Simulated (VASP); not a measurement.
# SiO2 (P4_32_12) in VASP: further runs, part 2 of 2

VASP 6.6.1. The steps go on from the part before.

### 3 Single point, r2SCAN

This run uses another cell than the first one, of 14.31 Å³/atom, 1.005 times its volume.

Input file POSCAR:

```
SiO2
1.0
    4.9815756542      0.0000000000      0.0000000000
    0.0000000000      4.9815756542      0.0000000000
    0.0000000000      0.0000000000      6.9206985445
Si O
4 8
Direct
    0.1978203439      0.1978203439      0.0000000000
    0.3021796561      0.6978203439      0.7500000000
    0.6978203439      0.3021796561      0.2500000000
    0.8021796561      0.8021796561      0.5000000000
    0.6087093138      0.7382811328      0.6811472772
    0.3912906862      0.2617188672      0.1811472772
    0.7382811328      0.6087093138      0.3188527228
    0.2382811328      0.8912906862      0.9311472772
    0.2617188672      0.3912906862      0.8188527228
    0.1087093138      0.7617188672      0.5688527228
    0.8912906862      0.2382811328      0.0688527228
    0.7617188672      0.1087093138      0.4311472772
```

Input file INCAR.step1:

```
SYSTEM = SiO2
  PREC = Accurate
  ENCUT = 520
  ISMEAR = 0
  SIGMA = 0.02
  LREAL = .FALSE.
  LASPH = .TRUE.
  NELM = 80
  NBANDS = 44
  GGA = PE
  ALGO = Normal
  EDIFF = 1E-4
  LWAVE = .TRUE.
  LCHARG = .FALSE.
```

Input file INCAR.step2:

```
SYSTEM = SiO2
  PREC = Accurate
  ENCUT = 520
  EDIFF = 1E-6
  ISMEAR = 0
  SIGMA = 0.02
  LREAL = .FALSE.
  LASPH = .TRUE.
  NELM = 80
  ALGO = Normal
  ISIF = 2
  LWAVE = .FALSE.
  LCHARG = .FALSE.
  METAGGA = R2SCAN
  LMIXTAU = .TRUE.
  NBANDS = 44
  ISTART = 1
```

Input file KPOINTS:

```
Automatic mesh
0
G
  6 6 4
  0 0 0
```

Potentials or basis: VASP PAW PBE potentials, release 64 (Si, O).

Launch:

```console
> cat potpaw_PBE.64/Si/POTCAR potpaw_PBE.64/O/POTCAR > POTCAR
> cp INCAR.step1 INCAR
> mpirun -np 1 vasp_std > vasp.out
> cp INCAR.step2 INCAR
> mpirun -np 1 vasp_std > vasp.out
```

OUTCAR:

```text
SYSTEM = SiO2
   PREC = Accurate
   ENCUT = 520
   EDIFF = 1E-6
   ISMEAR = 0
   LREAL = .FALSE.
   LASPH = .TRUE.
   NELM = 80
   ISIF = 2
   METAGGA = R2SCAN
   ISTART = 1

 ion  position               nearest neighbor table
   1  0.198  0.198  0.000-   8 1.61  11 1.61   9 1.61   6 1.61   2 3.08   3 3.08   2 3.08   3 3.08

   2  0.302  0.698  0.750-   5 1.61   9 1.61   8 1.61  10 1.61   1 3.08   4 3.08   1 3.08   4 3.08

   3  0.698  0.302  0.250-   6 1.61   7 1.61  11 1.61  12 1.61   1 3.08   4 3.08   4 3.08   1 3.08

   4  0.802  0.802  0.500-  10 1.61  12 1.61   5 1.61   7 1.61   2 3.08   3 3.08   3 3.08   2 3.08

   5  0.609  0.738  0.681-   2 1.61   4 1.61
   6  0.391  0.262  0.181-   3 1.61   1 1.61
   7  0.738  0.609  0.319-   3 1.61   4 1.61
   8  0.238  0.891  0.931-   1 1.61   2 1.61
   9  0.262  0.391  0.819-   2 1.61   1 1.61
  10  0.109  0.762  0.569-   4 1.61   2 1.61
  11  0.891  0.238  0.069-   1 1.61   3 1.61
  12  0.762  0.109  0.431-   4 1.61   3 1.61

[... 220 lines left out ...]
      5     -18.6871      2.00000
      6     -18.6813      2.00000
[... 1117 lines left out ...]
     43      12.0852      0.00000
     44      12.0852      0.00000

 [... further k-points ...]

------------------------ aborting loop because EDIFF is reached ----------------------------------------

  FORCE on cell =-STRESS in cart. coord.  units (eV):
  Direction    XX          YY          ZZ          XY          YZ          ZX
  --------------------------------------------------------------------------------------
  -------------------------------------------------------------------------------------
  Total        0.2349916      0.2349916      0.1881464      0.0000000      0.0000000      0.0000000
  in kB        2.1921970      2.1921970      1.7551862      0.0000000      0.0000000      0.0000000
  external PRESSURE =       2.0465267 kB  Pullay stress =       0.0000000 kB

 VOLUME and BASIS-vectors are now :
 -----------------------------------------------------------------------------
  energy-cutoff  :      520.00
  volume of cell :      171.74
      direct lattice vectors                 reciprocal lattice vectors
     4.981575654  0.000000000  0.000000000     0.200739700  0.000000000  0.000000000
     0.000000000  4.981575654  0.000000000     0.000000000  0.200739700  0.000000000
     0.000000000  0.000000000  6.920698545     0.000000000  0.000000000  0.144494084

 POSITION                                       TOTAL-FORCE (eV/Angst)
 -----------------------------------------------------------------------------------
      0.98546      0.98546      0.00000        -0.019755     -0.019755      0.000000
      1.50533      3.47624      5.19052         0.019755     -0.019755      0.000000
      3.47624      1.50533      1.73017        -0.019755      0.019755      0.000000
      3.99612      3.99612      3.46035         0.019755      0.019755      0.000000
      3.03233      3.67780      4.71401         0.000699     -0.000108     -0.000307
      1.94924      1.30377      1.25367        -0.000699      0.000108     -0.000307
      3.67780      3.03233      2.20668        -0.000108      0.000699      0.000307
      1.18702      4.44003      6.44419        -0.000108     -0.000699     -0.000307
      1.30377      1.94924      5.66703         0.000108     -0.000699      0.000307
      0.54154      3.79456      3.93686         0.000699      0.000108      0.000307
      4.44003      1.18702      0.47651        -0.000699     -0.000108      0.000307
      3.79456      0.54154      2.98384         0.000108      0.000699     -0.000307
 -----------------------------------------------------------------------------------
    total drift:                                0.000000     -0.000000     -0.000000

  FREE ENERGIE OF THE ION-ELECTRON SYSTEM (eV)
  ---------------------------------------------------
  free  energy   TOTEN  =      -119.1648923761 eV

  energy  without entropy=     -119.1648923761  energy(sigma->0) =     -119.16489238
```

Wall time 5.4 min (1 thread of Intel Xeon 6975P-C (Granite Rapids), shared host); peak memory 0.39 GiB.

What came out:

```
Free energy            : -119.1649 eV
Pressure               : 0.2 GPa
Largest force          : 0.028 eV/Å
Band gap on the k mesh : 6.35 eV, direct
```

Forces in eV/Å, atoms in the order of the input:
```
Si  -0.020 -0.020  0.000
Si   0.020 -0.020  0.000
Si  -0.020  0.020  0.000
Si   0.020  0.020  0.000
O    0.001  0.000  0.000
O   -0.001  0.000  0.000
O    0.000  0.001  0.000
O    0.000 -0.001  0.000
O    0.000 -0.001  0.000
O    0.001  0.000  0.000
O   -0.001  0.000  0.000
O    0.000  0.001  0.000
```

Levels at points of the mesh, in eV from the valence-band top:
| k point | band 29 | band 30 | band 31 | band 32 | band 33 | band 34 | band 35 | band 36 |
| --- | --- | --- | --- | --- | --- | --- | --- | --- |
| (0.00, 0.00, 0.00) | -0.69 | -0.31 | -0.31 | 0.00 | 6.35 | 9.63 | 9.63 | 10.11 |
| (0.50, 0.00, 0.00) | -0.65 | -0.65 | -0.50 | -0.50 | 8.46 | 8.46 | 10.04 | 10.04 |
| (0.50, 0.50, 0.00) | -0.60 | -0.60 | -0.54 | -0.54 | 9.45 | 9.45 | 9.63 | 9.63 |
| (0.00, 0.00, 0.50) | -0.54 | -0.54 | -0.40 | -0.40 | 7.63 | 7.63 | 10.32 | 10.32 |
| (0.50, 0.00, 0.50) | -0.94 | -0.94 | -0.18 | -0.18 | 8.90 | 8.90 | 9.60 | 9.60 |
| (0.50, 0.50, 0.50) | -0.62 | -0.62 | -0.62 | -0.62 | 9.98 | 9.98 | 9.98 | 9.98 |

Caveat: the PAW data sets were made with another functional, which shifts forces and pressure a little. A k mesh can miss the band edges.

### 4 Single point, r2SCAN

This run uses another cell than the first one, of 14.84 Å³/atom, 1.042 times its volume.

Input file POSCAR:

```
SiO2
1.0
    5.0562992890      0.0000000000      0.0000000000
    0.0000000000      5.0562992890      0.0000000000
    0.0000000000      0.0000000000      6.9644040292
Si O
4 8
Direct
    0.2041189407      0.2041189407      0.0000000000
    0.2958810593      0.7041189407      0.7500000000
    0.7041189407      0.2958810593      0.2500000000
    0.7958810593      0.7958810593      0.5000000000
    0.5956778677      0.7406008672      0.6756887412
    0.4043221323      0.2593991328      0.1756887412
    0.7406008672      0.5956778677      0.3243112588
    0.2406008672      0.9043221323      0.9256887412
    0.2593991328      0.4043221323      0.8243112588
    0.0956778677      0.7593991328      0.5743112588
    0.9043221323      0.2406008672      0.0743112588
    0.7593991328      0.0956778677      0.4256887412
```

Input file INCAR.step1:

```
PREC     = Accurate       # precision mode
ENCUT    = 520            # plane-wave cutoff, eV
ISMEAR   = 0              # smearing method
SIGMA    = 0.02           # smearing width, eV
LREAL    = F              # projectors in reciprocal space
LASPH    = T              # aspherical terms in the spheres
NELM     = 80             # most SCF steps
NBANDS   = 44             # bands
GGA      = PE             # functional
ALGO     = Normal         # electronic algorithm
EDIFF    = 1E-4           # SCF threshold, eV
LWAVE    = T              # write WAVECAR
LCHARG   = F              # write CHGCAR
```

Input file INCAR.step2:

```
PREC     = Accurate       # precision mode
ENCUT    = 520            # plane-wave cutoff, eV
EDIFF    = 1E-6           # SCF threshold, eV
ISMEAR   = 0              # smearing method
SIGMA    = 0.02           # smearing width, eV
LREAL    = F              # projectors in reciprocal space
LASPH    = T              # aspherical terms in the spheres
NELM     = 80             # most SCF steps
ALGO     = Normal         # electronic algorithm
ISIF     = 2              # what is computed and relaxed
LWAVE    = F              # write WAVECAR
LCHARG   = F              # write CHGCAR
METAGGA  = R2SCAN         # meta-GGA
LMIXTAU  = T            
NBANDS   = 44             # bands
ISTART   = 1
```

Input file KPOINTS:

```
Automatic mesh
0
Gamma
  6 6 4
```

Launch:

```console
> cat potpaw_PBE.64/Si/POTCAR potpaw_PBE.64/O/POTCAR > POTCAR
> cp INCAR.step1 INCAR
> mpirun -np 1 vasp_std > vasp.out
> cp INCAR.step2 INCAR
> mpirun -np 1 vasp_std > vasp.out
```

Wall time 12 min (1 thread of Intel Xeon 6975P-C, shared host); peak memory 0.41 GiB.

The run converged. Its results:

- Free energy: -119.1628 eV
- Pressure: -0.4 GPa
- Largest force: 0.026 eV/Å
- Band gap on the k mesh: 6.25 eV, direct

Forces on the atoms (eV/Å):
```
Si  -0.018 -0.018  0.000
Si   0.018 -0.018  0.000
Si  -0.018  0.018  0.000
Si   0.018  0.018  0.000
O    0.000  0.000 -0.003
O    0.000  0.000 -0.003
O    0.000  0.000  0.003
O    0.000  0.000 -0.003
O    0.000  0.000  0.003
O    0.000  0.000  0.003
O    0.000  0.000  0.003
O    0.000  0.000 -0.003
```

Stress tensor (GPa, compression positive):
```
-0.64  0.00  0.00
 0.00 -0.64  0.00
 0.00  0.00  0.14
```

Levels at points of the mesh, in eV from the valence-band top:
```tsv
k point	band 30	band 31	band 32	band 33	band 34	band 35
(0.00, 0.00, 0.00)	-0.27	-0.27	0.00	6.25	9.54	9.54
(0.50, 0.00, 0.00)	-0.66	-0.49	-0.49	8.31	8.31	9.96
(0.50, 0.50, 0.00)	-0.61	-0.57	-0.57	9.33	9.33	9.50
(0.00, 0.00, 0.50)	-0.53	-0.42	-0.42	7.49	7.49	10.36
(0.50, 0.00, 0.50)	-0.96	-0.16	-0.16	8.77	8.77	9.38
(0.50, 0.50, 0.50)	-0.66	-0.66	-0.66	9.85	9.85	9.85
```

Caveat: the PAW data sets were made with another functional, which shifts forces and pressure a little.

### 5 Single point, r2SCAN (biaxial strain in the a-b plane: +3.0 %)

Changes to POSCAR since step 4:

```diff
@@ -2,5 +2,5 @@
 1.0
-    5.0562992890      0.0000000000      0.0000000000
-    0.0000000000      5.0562992890      0.0000000000
-    0.0000000000      0.0000000000      6.9644040292
+    5.1310229238      0.0000000000      0.0000000000
+    0.0000000000      5.1310229238      0.0000000000
+    0.0000000000      0.0000000000      6.7961259707
 Si O
```

Input file INCAR.step1:

```
PREC = Accurate
ENCUT = 520
ISMEAR = 0
SIGMA = 0.02
LREAL = False
LASPH = True
NELM = 80
NBANDS = 44
GGA = PE
ALGO = Normal
EDIFF = 1E-4
LWAVE = True
LCHARG = False
```

Input file INCAR.step2:

```
PREC = Accurate
ENCUT = 520
EDIFF = 1E-6
ISMEAR = 0
SIGMA = 0.02
LREAL = False
LASPH = True
NELM = 80
ALGO = Normal
ISIF = 2
LWAVE = False
LCHARG = False
METAGGA = R2SCAN
LMIXTAU = True
NBANDS = 44
ISTART = 1
```

KPOINTS is that of step 4.

Launch:

```console
> cat potpaw_PBE.64/Si/POTCAR potpaw_PBE.64/O/POTCAR > POTCAR
> cp INCAR.step1 INCAR
> mpirun -np 1 vasp_std > vasp.out
> cp INCAR.step2 INCAR
> mpirun -np 1 vasp_std > vasp.out
```

Wall time 14 min (1 thread of Intel Xeon 6975P-C, shared host); peak memory 0.41 GiB.

It converged, with:

| Property | Result |
| --- | --- |
| Free energy | -119.0477 eV |
| Pressure | -1.2 GPa |
| Largest force | 0.862 eV/Å |
| Band gap on the k mesh | 6.17 eV, direct |

Forces on the atoms (eV/Å):
```
Si  -0.544 -0.544  0.000
Si   0.544 -0.544  0.000
Si  -0.544  0.544  0.000
Si   0.544  0.544  0.000
O   -0.677 -0.121  0.519
O    0.677  0.121  0.519
O   -0.121 -0.677 -0.519
O   -0.121  0.677  0.519
O    0.121  0.677 -0.519
O   -0.677  0.121 -0.519
O    0.677 -0.121 -0.519
O    0.121 -0.677  0.519
```

Stress tensor (GPa, compression positive):
```
-3.53  0.00  0.00
 0.00 -3.53  0.00
 0.00  0.00  3.34
```

Levels at points of the mesh, in eV from the valence-band top:
```tsv
k point	band 29	band 30	band 31	band 32	band 33	band 34	band 35	band 36
(0.00, 0.00, 0.00)	-0.81	-0.28	-0.28	0.00	6.17	9.41	9.41	10.01
(0.50, 0.00, 0.00)	-0.64	-0.64	-0.53	-0.53	8.20	8.20	9.82	9.82
(0.50, 0.50, 0.00)	-0.61	-0.61	-0.56	-0.56	9.24	9.24	9.41	9.41
(0.00, 0.00, 0.50)	-0.56	-0.56	-0.46	-0.46	7.43	7.43	10.26	10.26
(0.50, 0.00, 0.50)	-0.95	-0.95	-0.16	-0.16	8.63	8.63	9.31	9.31
(0.50, 0.50, 0.50)	-0.64	-0.64	-0.64	-0.64	9.74	9.74	9.74	9.74
```

Caveat: the cell differs from its parent crystal (biaxial strain in the a-b plane: +3.0 %); the PAW data sets were made with another functional, which shifts forces and pressure a little. A k mesh can miss the band edges.

### 6 Overview

```csv
cell,k mesh,smearing,gap on the mesh (eV),pressure (GPa),largest force (eV/Å)
"a = 4.976, b = 4.976, c = 6.901 Å, 12 atoms",4 × 4 × 4,gaussian 0.1 eV,6.35,0.3,0.02
"a = 4.982, b = 4.982, c = 6.921 Å, 12 atoms",6 × 6 × 4,gaussian 0.02 eV,6.35,0.2,0.03
"a = 5.056, b = 5.056, c = 6.964 Å, 12 atoms",6 × 6 × 4,gaussian 0.02 eV,6.25,-0.4,0.03
"a = 5.131, b = 5.131, c = 6.796 Å, 12 atoms",6 × 6 × 4,gaussian 0.02 eV,6.17,-1.2,0.86
```

Alike in all rows: task single point; level r2SCAN; potentials or basis VASP PAW PBE potentials, release 64 (Si, O); no spin polarisation; cutoff (eV) 520.

Caveats: the PAW data sets were made with another functional, which shifts forces and pressure a little.

Total energies depend on the potentials used, so only differences within one code and one set of settings carry meaning.
